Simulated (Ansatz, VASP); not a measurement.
Given: the input of a run of Ansatz 0.2.0 on Cu.

Contents of input.yaml:

```yaml
crystal:
  lattice:
    - [-1.44279332, 1.44279332, 1.37608145]
    - [1.44279332, -1.44279332, 1.37608145]
    - [1.44279332, 1.44279332, -1.37608145]
  atoms:
    - { symbol: Cu, position: [0.0, 0.0, 0.0] }
hamiltonian:
  xc: rpbe
  pseudopotentials: { kind: paw }
kpoints:
  mp_grid: { grid: [13, 13, 13] }
scf:
  occupations: { method: fermi_dirac, width: 0.05 }
output:
  forces: true
  stress: true
  eigenvalues: true
relax:
  f_tol: 0.01
  max_steps: 40
  cell: { stress_tol: 0.05 }
```

Potentials or basis: Ansatz PAW.

The run is started by

```bash
$ ansatz run input.yaml --threads 2 --pin off --max-ram 5632MiB --backend cpu --events-out ev --progress --plain --runs-dir out
```

**Question.** Translate it to VASP 6.6.1. Potentials there: VASP PAW PBE potentials, release 64 (Cu_sv_GW).

**Answer.** As run (the cutoff follows the program's own potentials):

INCAR

```
PREC = Accurate
ENCUT = 820
EDIFF = 1E-7
ISMEAR = -1
SIGMA = 0.05
LREAL = F
LASPH = T
NELM = 120
ALGO = Normal
ISIF = 3
LWAVE = F
LCHARG = F
GGA = RP
IBRION = 2
NSW = 60
EDIFFG = -0.01
GGA_COMPAT = F
NELMIN = 4
```

The input KPOINTS:

```
Automatic mesh
0
Gamma
  13 13 13
```

The input POSCAR:

```
Cu
1.0
   -1.4427933200      1.4427933200      1.3760814500
    1.4427933200     -1.4427933200      1.3760814500
    1.4427933200      1.4427933200     -1.3760814500
Cu
1
Direct
    0.0000000000      0.0000000000      0.0000000000
```

Potentials or basis: VASP PAW PBE potentials, release 64 (Cu_sv_GW).

The run is started by

```bash
$ cat potpaw_PBE.64/Cu_sv_GW/POTCAR > POTCAR
$ mpirun -np 1 vasp_std > vasp.out
```

Both were run:

|  | VASP | Ansatz | Ansatz less VASP |
| --- | --- | --- | --- |
| gap on the k mesh at the Fermi level, each at its own relaxed structure (eV) | none | none | - |
| relaxed volume (Å³/atom) | 12.21 | 12.46 | +0.251 |
| relaxed length of the cell vector where the two differ most in proportion (Å) | 2.514 | 2.532 | +0.0179 |

VASP's potentials were made for PBE, not for RPBE. A gap of «none» marks a metal or a gap that the smearing closes.

Noted on Ansatz's run: the plane-wave basis is chosen anew once the cell has moved, so the energies of steps on either side of that aren't comparable.
